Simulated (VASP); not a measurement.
Here is a VASP 6.6.1 calculation.

INCAR

```
PREC = Accurate
ENCUT = 520
EDIFF = 1E-6
ISMEAR = -1
SIGMA = 0.05
LREAL = F
LASPH = T
NELM = 80
ALGO = Fast
ISIF = 2
LWAVE = F
LCHARG = F
GGA = PE
NBANDS = 12
```

File KPOINTS:

```
regular mesh
0
Gamma
  13 13 13
```

Contents of POSCAR:

```
Ga
1.0
   -1.3457430000      1.3674810000      2.2797440000
    1.3853220000     -1.3814100000      2.3117950000
    1.3842630000      1.4199300000     -2.2880880000
Ga
1
Direct
    0.0001720000      0.0118810000      0.0118730000
```

Potentials or basis: VASP PAW PBE potentials, release 64 (Ga_d).

The run is started by

```console
$ cat potpaw_PBE.64/Ga_d/POTCAR > POTCAR
$ mpirun -np 1 vasp_std > vasp.out
```

(1) Estimate the pressure.

Results:

(1) 3.8 GPa.

Caveat: the cell differs from its parent crystal (the cell strained at random).
